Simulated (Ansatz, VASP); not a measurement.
Be in VASP and in Ansatz

```
CELL_PARAMETERS angstrom
2.29000 0.00000 0.00000
-1.14500 1.98320 0.00000
0.00000 0.00000 3.58843
ATOMIC_POSITIONS crystal
Be 0.33333 0.66667 0.75000
Be 0.66667 0.33333 0.25000
```

Alike in both runs: task relaxation of cell and atoms; functional PBEsol; k mesh 20 × 20 × 12; occupations gaussian, width 0.05 eV; no spin polarisation.

|  | VASP | Ansatz |
| --- | --- | --- |
| version | VASP 6.6.1 | Ansatz 0.2.0 |
| potentials or method | VASP PAW PBE potentials, release 64 (Be), cutoff 600 eV | scalar-relativistic, plane waves, PAW |
| valence electrons in the cell | 4 | 4 |

```csv
,VASP,Ansatz,Ansatz less VASP
relaxed volume (Å³/atom),7.86,7.84,-0.025
relaxed length of the cell vector where the two differ most in proportion (Å),2.262,2.259,-0.0026
```

VASP's potentials were made for PBE, not for PBEsol.
